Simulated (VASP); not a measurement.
The system is HfH6.

```
Hf H
1.0
     5.20195    0.00000    0.00000
     0.00000    5.20195    0.00000
     0.00000    0.00000    5.20195
Hf H
1 6
Cartesian
  0.0000 0.0000 0.0000
  2.0517 0.0000 0.0000
  3.1502 0.0000 0.0000
  0.0000 2.0517 0.0000
  0.0000 3.1502 0.0000
  0.0000 0.0000 2.0517
  0.0000 0.0000 3.1502
```

| Property | Result |
| --- | --- |
| Program | VASP 6.6.1 |
| Task | relaxation of cell and atoms |
| Functional | PBE |
| Potentials or basis | VASP PAW PBE potentials, release 64 (Hf_pv, H) |
| Cutoff | 600 eV |
| k mesh | 8 × 8 × 8 |
| Occupations | gaussian, width 0.1 eV |
| Spin | no spin polarisation |

At the start: pressure -0.8 GPa; volume 20.11 Å³/atom.

Question: Where does the relaxation end?

Answer: Over 6 steps the energy falls by 3.9 meV/atom and the volume is 19.26 Å³/atom (-4.2 %); space group Pm-3m (No. 221, to 0.05 Å).

The path:
```csv
step,energy change (eV),largest force (eV/Å),pressure (GPa),volume (Å³)
1,0.0000,0.1209,-0.79,140.77
2,-0.0129,0.1198,-0.58,138.75
3,-0.0268,0.0315,0.12,134.31
4,-0.0268,0.0365,0.10,134.45
5,-0.0273,0.0101,0.06,134.69
6,-0.0273,0.0049,0.03,134.83
```

Final structure:
```
Hf H
1.0
     5.12782    0.00000    0.00000
     0.00000    5.12782    0.00000
     0.00000    0.00000    5.12782
Hf H
1 6
Direct
  0.00000 0.00000 0.00000
  0.39883 0.00000 0.00000
  0.60117 0.00000 0.00000
  0.00000 0.39883 0.00000
  0.00000 0.60117 0.00000
  0.00000 0.00000 0.39883
  0.00000 0.00000 0.60117
```
